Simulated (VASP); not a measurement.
# LiF (P6_3mc) in VASP: further runs

Runs on LiF. Level: LDA. Tasks: single point.

Everything below comes from runs of VASP 6.6.1. Logs are shortened: lines on timing, memory, paths and dates and some standing lists are left out, and cuts for length are marked.

### 1 The cell of the first run

Symmetry: P6_3mc, No. 186, hexagonal system. Conventional cell: a = 3.063 Å, b = 3.063 Å, c = 4.559 Å, α = 90.00°, β = 90.00°, γ = 120.00°. Within 2.2 Å of Li (site symmetry 3m) lie 4 F at 1.62 to 1.89 Å. Within 2.2 Å of F (site symmetry 3m) lie 4 Li at 1.62 to 1.89 Å.

### 2 Single point, LDA

Input file INCAR:

```
PREC = Accurate ; ENCUT = 520
EDIFF = 1E-6 ; ISMEAR = 0
SIGMA = 0.05 ; LREAL = False
LASPH = True ; NELM = 60
ALGO = Normal ; ISIF = 2
LWAVE = False ; LCHARG = False
GGA = CA ; NBANDS = 18
```

Input file KPOINTS:

```
regular mesh
0
Gamma
  9 9 6
```

Input file POSCAR:

```
LiF
1.0
    3.0631065845      0.0000000000      0.0000000000
   -1.5315532922      2.6527281167      0.0000000000
    0.0000000000      0.0000000000      4.5591278403
Li F
2 2
Direct
    0.3333333333      0.6666666667      0.3465456496
    0.6666666667      0.3333333333      0.8465456496
    0.3333333333      0.6666666667      0.9910195924
    0.6666666667      0.3333333333      0.4910195924
```

Potentials or basis: VASP PAW LDA potentials, release 64 (Li_sv, F).

On the command line:

```
$ cat potpaw_LDA.64/Li_sv/POTCAR potpaw_LDA.64/F/POTCAR > POTCAR
$ mpirun -np 1 vasp_std > vasp.out
```

OUTCAR:

```text
PREC = Accurate
   ENCUT = 520
   EDIFF = 1E-6
   ISMEAR = 0
   LREAL = False
   LASPH = True
   NELM = 60
   ISIF = 2
   GGA = CA

 ion  position               nearest neighbor table
   1  0.333  0.667  0.347-   3 1.62   4 1.89   4 1.89   4 1.89
   2  0.667  0.333  0.847-   4 1.62   3 1.89   3 1.89   3 1.89
   3  0.333  0.667  0.991-   1 1.62   2 1.89   2 1.89   2 1.89
   4  0.667  0.333  0.491-   2 1.62   1 1.89   1 1.89   1 1.89

  LATTYP: Found a hexagonal cell.
 ALAT       =     3.0631065845
 C/A-ratio  =     1.4884000000

  Lattice vectors:

 A1 = (   3.0631065845,   0.0000000000,   0.0000000000)
 A2 = (  -1.5315532922,   2.6527281167,   0.0000000000)
 A3 = (   0.0000000000,   0.0000000000,   4.5591278403)

Analysis of symmetry for initial positions (statically):
=====================================================================
 Subroutine PRICEL returns:
 Original cell was already a primitive cell.

 Routine SETGRP: Setting up the symmetry group for a
 hexagonal supercell.

 Subroutine GETGRP returns: Found 12 space group operations
 (whereof  6 operations were pure point group operations)
 out of a pool of 24 trial point group operations.

The static configuration has the point symmetry C_3v.
 The point group associated with its full space group is C_6v.

Analysis of symmetry for dynamics (positions and initial velocities):
=====================================================================
 Subroutine PRICEL returns:
 Original cell was already a primitive cell.

 Routine SETGRP: Setting up the symmetry group for a
 hexagonal supercell.

 Subroutine GETGRP returns: Found 12 space group operations
 (whereof  6 operations were pure point group operations)
 out of a pool of 24 trial point group operations.

The dynamic configuration has the point symmetry C_3v.
 The point group associated with its full space group is C_6v.

 Subroutine INISYM returns: Found 12 space group operations
 (whereof  6 operations are pure point group operations),
 and found     1 'primitive' translations

----------------------------------------------------------------------------------------

                                     Primitive cell

  volume of cell :      37.0456

  direct lattice vectors                    reciprocal lattice vectors
     3.063106584  0.000000000  0.000000000     0.326465950  0.188485204  0.000000000
    -1.531553292  2.652728117  0.000000000     0.000000000  0.376970408  0.000000000
     0.000000000  0.000000000  4.559127840     0.000000000  0.000000000  0.219340197

  length of vectors
     3.063106584  3.063106584  4.559127840     0.376970408  0.376970408  0.219340197

  position of ions in fractional coordinates (direct lattice)
     0.333333333  0.666666667  0.346545650
     0.666666667  0.333333333  0.846545650
     0.333333333  0.666666667  0.991019592
     0.666666667  0.333333333  0.491019592

  ion indices of the primitive-cell ions
   primitive index   ion index
                 1           1
                 2           2
                 3           3
                 4           4

----------------------------------------------------------------------------------------

 KPOINTS: regular mesh

Automatic generation of k-mesh.
 Grid dimensions read from file:
 generate k-points for:    9    9    6

 Generating k-lattice:

  Cartesian coordinates                     Fractional coordinates (reciprocal lattice)
     0.036273994  0.020942800  0.000000000     0.111111111 -0.000000000  0.000000000
     0.000000000  0.041885601  0.000000000     0.000000000  0.111111111  0.000000000
     0.000000000  0.000000000  0.036556700     0.000000000  0.000000000  0.166666667

  Length of vectors
     0.041885601  0.041885601  0.036556700

  Shift w.r.t. Gamma in fractional coordinates (k-lattice)
     0.000000000  0.000000000  0.000000000

 Subroutine IBZKPT returns following result:
 ===========================================

 Found     48 irreducible k-points:

 Following reciprocal coordinates:
            Coordinates               Weight
  0.000000  0.000000  0.000000      1.000000
  0.111111  0.000000  0.000000      6.000000
  0.222222  0.000000  0.000000      6.000000
  0.333333  0.000000  0.000000      6.000000
  0.444444  0.000000  0.000000      6.000000
  0.111111  0.111111  0.000000      6.000000
[... 16 lines left out ...]
  0.333333  0.222222  0.166667     24.000000
  0.333333  0.333333  0.166667      4.000000
 [... further k-points ...]
   k-points           NKPTS =     48   k-points in BZ     NKDIM =     48   number of bands    NBANDS=     18
   number of dos      NEDOS =    301   number of ions     NIONS =      4
   total plane-waves  NPLWV =  20736
   dimension x,y,z NGX =    24 NGY =   24 NGZ =   36
   dimension x,y,z NGXF=    48 NGYF=   48 NGZF=   72
   ions per type =               2   2
   NGX,Y,Z   is equivalent  to a cutoff of  13.03, 13.03, 13.13 a.u.
   NGXF,Y,Z  is equivalent  to a cutoff of  26.05, 26.05, 26.25 a.u.
 SYSTEM =  unknown system
   PREC   = accura    normal or accurate (medium, high low for compatibility)
   ISTART =      0    job   : 0-new  1-cont  2-samecut
   ICHARG =      2    charge: 1-file 2-atom 10-const
   ISPIN  =      1    spin polarized calculation?
   LNONCOLLINEAR =      F non collinear calculations
   LSORBIT =      F    spin-orbit coupling
   LASPH  =      T    aspherical Exc in radial PAW
   ENCUT  =  520.0 eV  38.22 Ry    6.18 a.u.   5.70  5.70  8.48*2*pi/ulx,y,z
   NELM   =     60;   NELMIN=  2; NELMDL= -5     # of ELM steps
   EDIFF  = 0.1E-05   stopping-criterion for ELM
   LREAL  =      F    real-space projection
   EDIFFG = 0.1E-04   stopping-criterion for IOM
   NSW    =      0    number of steps for IOM
   IBRION =     -1    ionic relax: 0-MD 1-quasi-New 2-CG
   NFREE  =      0    steps in history (QN), initial steepest desc. (CG)
   ISIF   =      2    stress and relaxation
   ISYM   =      2    0-nonsym 1-usesym 2-fastsym
   POTIM  = 0.5000    time-step for ionic-motion
   TEBEG  =    0.0;   TEEND  =   0.0 temperature during run
   PSTRESS=    0.0 pullay stress
   NELECT =      20.0000    total number of electrons
   NUPDOWN=      -1.0000    fix difference up-down
   EMIN   =  10.00;   EMAX   =-10.00  energy-range for DOS
   EFERMI =   0.00;   METHOD = LEGACY
   ISMEAR =     0;   SIGMA  =   0.05  broadening in eV -4-tet -1-fermi 0-gaus
   EFERMI_NEDOS =   21; number of points for ismear=-14 and -15
   IALGO  =     38    algorithm
   IMIX   =      4    mixing-type and parameters
     AMIX     =   0.40;   BMIX     =  1.00
     AMIX_MAG =   1.60;   BMIX_MAG =  1.00
  volume/ion in A,a.u.               =       9.26        62.50
  Fermi-wavevector in a.u.,A,eV,Ry     =   1.333028  2.519058 24.177060  1.776964
  Thomas-Fermi vector in A             =   2.461918
   LORBIT       =      0    0 simple, 1 ext, 2 COOP (PROOUT), +10 PAW based schemes
   GGA     = CA    functional components
   LHFCALC =     F    Hartree Fock is set to
   AEXX    =    0.0000 exact exchange contribution
   IVDW    =     0    specifies the selected vdW correction
   LEPSILON=     F    determine dielectric tensor
   LRPA    =     F    only Hartree local field effects (RPA)
 non-spin polarized calculation
 Gauss-broadening in eV      SIGMA  =   0.05
  energy-cutoff  :      520.00
  volume of cell :       37.05
 maximum number of plane-waves:      1008
 NGX is ok and might be reduce to    24
   NGX = 11   NGY = 11   NGZ = 17

 number of electron      19.9999979 magnetization

 Free energy of the ion-electron system (eV)
  ---------------------------------------------------
  ext. energy  EPLUGINS =         0.00000000
  ---------------------------------------------------
  free energy    TOTEN  =       -20.55657591 eV

  energy without entropy =      -20.55657591  energy(sigma->0) =      -20.55657591

 E-fermi :  -2.2854     XC(G=0):  -9.8472

 val. band max:       -2.5701046601   @ k =   0.0000   0.0000   0.0000
 cond. band min:       5.3488123654   @ k =   0.0000   0.0000   0.0000
 fundamental gap:      7.9189170255
 Fermi energy:        -2.2854245450

 k-point     1 :       0.0000    0.0000    0.0000
  band No.  band energies     occupation
      1     -41.5593      2.00000
      2     -41.4709      2.00000
      3     -21.5722      2.00000
      4     -21.3778      2.00000
      5      -4.7437      2.00000
      6      -3.0359      2.00000
[... 10 lines left out ...]
     17      17.2319      0.00000
     18      19.5766      0.00000

 k-point     2 :       0.1111    0.0000    0.0000
  band No.  band energies     occupation
      1     -41.5538      2.00000
      2     -41.4702      2.00000
      3     -21.5534      2.00000
      4     -21.3686      2.00000
      5      -4.7030      2.00000
      6      -3.1720      2.00000
[... 10 lines left out ...]
     17      17.4026      0.00000
     18      19.1117      0.00000

 k-point     3 :       0.2222    0.0000    0.0000
  band No.  band energies     occupation
      1     -41.5392      2.00000
      2     -41.4692      2.00000
      3     -21.5028      2.00000
      4     -21.3474      2.00000
      5      -4.6175      2.00000
      6      -3.5670      2.00000
[... 10 lines left out ...]
     17      17.1944      0.00000
     18      18.0415      0.00000

 k-point     4 :       0.3333    0.0000    0.0000
  band No.  band energies     occupation
      1     -41.5206      2.00000
      2     -41.4700      2.00000
      3     -21.4381      2.00000
      4     -21.3277      2.00000
      5      -4.6603      2.00000
      6      -3.8786      2.00000
[... 10 lines left out ...]
     17      16.6806      0.00000
     18      18.7426      0.00000

 k-point     5 :       0.4444    0.0000    0.0000
  band No.  band energies     occupation
      1     -41.5056      2.00000
      2     -41.4734      2.00000
      3     -21.3861      2.00000
      4     -21.3240      2.00000
      5      -4.8509      2.00000
      6      -3.9061      2.00000
[... 10 lines left out ...]
     17      16.5639      0.00000
     18      19.1814      0.00000

 k-point     6 :       0.1111    0.1111    0.0000
  band No.  band energies     occupation
      1     -41.5438      2.00000
      2     -41.4694      2.00000
      3     -21.5186      2.00000
      4     -21.3534      2.00000
      5      -4.6323      2.00000
      6      -3.4665      2.00000
[... 10 lines left out ...]
     17      17.6671      0.00000
     18      18.7670      0.00000

 k-point     7 :       0.2222    0.1111    0.0000
  band No.  band energies     occupation
      1     -41.5270      2.00000
      2     -41.4694      2.00000
      3     -21.4607      2.00000
      4     -21.3329      2.00000
      5      -4.5548      2.00000
      6      -3.9658      2.00000
[... 10 lines left out ...]
     17      17.7535      0.00000
     18      18.2922      0.00000

 k-point     8 :       0.3333    0.1111    0.0000
  band No.  band energies     occupation
      1     -41.5095      2.00000
      2     -41.4721      2.00000
      3     -21.4010      2.00000
      4     -21.3219      2.00000
      5      -4.7101      2.00000
      6      -4.0810      2.00000
[... 10 lines left out ...]
     17      17.0381      0.00000
     18      18.9463      0.00000
[... 229 lines left out ...]
     17      17.7009      0.00000
     18      18.6353      0.00000

 k-point    20 :       0.3333    0.1111    0.1667
  band No.  band energies     occupation
      1     -41.5070      2.00000
      2     -41.4746      2.00000
      3     -21.3976      2.00000
      4     -21.3291      2.00000
      5      -4.6559      2.00000
      6      -4.0696      2.00000
[... 10 lines left out ...]
     17      17.1882      0.00000
     18      19.1101      0.00000

 k-point    21 :       0.4444    0.1111    0.1667
  band No.  band energies     occupation
      1     -41.4988      2.00000
      2     -41.4769      2.00000
      3     -21.3694      2.00000
      4     -21.3290      2.00000
      5      -4.7908      2.00000
      6      -3.9766      2.00000
[... 10 lines left out ...]
     17      16.8556      0.00000
     18      19.3580      0.00000

 k-point    22 :       0.2222    0.2222    0.1667
  band No.  band energies     occupation
      1     -41.5083      2.00000
      2     -41.4743      2.00000
      3     -21.4031      2.00000
      4     -21.3285      2.00000
      5      -4.4006      2.00000
      6      -4.3604      2.00000
[... 10 lines left out ...]
     17      18.0560      0.00000
     18      18.9941      0.00000

 k-point    23 :       0.3333    0.2222    0.1667
  band No.  band energies     occupation
      1     -41.4954      2.00000
      2     -41.4782      2.00000
      3     -21.3616      2.00000
      4     -21.3262      2.00000
      5      -4.6778      2.00000
      6      -4.1451      2.00000
[... 10 lines left out ...]
     17      17.5401      0.00000
     18      19.0615      0.00000

 k-point    24 :       0.3333    0.3333    0.1667
  band No.  band energies     occupation
      1     -41.4853      2.00000
      2     -41.4853      2.00000
      3     -21.3361      2.00000
      4     -21.3361      2.00000
      5      -4.7022      2.00000
      6      -3.9996      2.00000
[... 10 lines left out ...]
     17      16.6652      0.00000
     18      19.0513      0.00000

 [... further k-points ...]

------------------------ aborting loop because EDIFF is reached ----------------------------------------

  FORCE on cell =-STRESS in cart. coord.  units (eV):
  Direction    XX          YY          ZZ          XY          YZ          ZX
  --------------------------------------------------------------------------------------
  -------------------------------------------------------------------------------------
  Total       -0.8905232     -0.8905232      4.0884901     -0.0000000      0.0000000      0.0000000
  in kB      -38.5140517    -38.5140517    176.8222489     -0.0000000      0.0000000      0.0000000
  external PRESSURE =      33.2647151 kB  Pullay stress =       0.0000000 kB

 VOLUME and BASIS-vectors are now :
 -----------------------------------------------------------------------------
  energy-cutoff  :      520.00
  volume of cell :       37.05
      direct lattice vectors                 reciprocal lattice vectors
     3.063106584  0.000000000  0.000000000     0.326465950  0.188485204  0.000000000
    -1.531553292  2.652728117  0.000000000     0.000000000  0.376970408  0.000000000
     0.000000000  0.000000000  4.559127840     0.000000000  0.000000000  0.219340197

 POSITION                                       TOTAL-FORCE (eV/Angst)
 -----------------------------------------------------------------------------------
     -0.00000      1.76849      1.57995         0.000000     -0.000000      1.482487
      1.53155      0.88424      3.85951         0.000000      0.000000      1.482487
     -0.00000      1.76849      4.51819        -0.000000      0.000000     -1.482487
      1.53155      0.88424      2.23862         0.000000     -0.000000     -1.482487
 -----------------------------------------------------------------------------------
    total drift:                               -0.000001     -0.000001     -0.002728

  FREE ENERGIE OF THE ION-ELECTRON SYSTEM (eV)
  ---------------------------------------------------
  free  energy   TOTEN  =       -20.5565759053 eV

  energy  without entropy=      -20.5565759053  energy(sigma->0) =      -20.55657591
```

It took 35 s on 1 thread of Intel Xeon 8259CL, shared host; peak memory 0.14 GiB.

What came out:

```yaml
Free_energy: -20.5566 eV
Largest_force: 1.482 eV/Å
Band_gap_on_the_k_mesh: 7.92 eV
```

Forces in eV/Å, atoms in the order of the input:
```
Li   0.000  0.000  1.482
Li   0.000  0.000  1.482
F    0.000  0.000 -1.482
F    0.000  0.000 -1.482
```

Levels at points of the mesh, in eV from the valence-band top:
```tsv
k point	band 8	band 9	band 10	band 11	band 12	band 13
(0.00, 0.00, 0.00)	-0.04	0.00	0.00	7.92	12.51	15.90
(0.00, 0.00, 0.50)	-0.23	-0.23	-0.23	9.58	9.58	18.71
```

Caveat: the cutoff is under 1.25 times the usual one of these potentials, so pressure, stress and relaxed cells hold a basis-set (Pulay) error; forces of over 1 eV/Å act on the atoms, so gaps and moduli don't describe the material at rest. A k mesh can miss the band edges.

(Continued in part 2 of 2.)
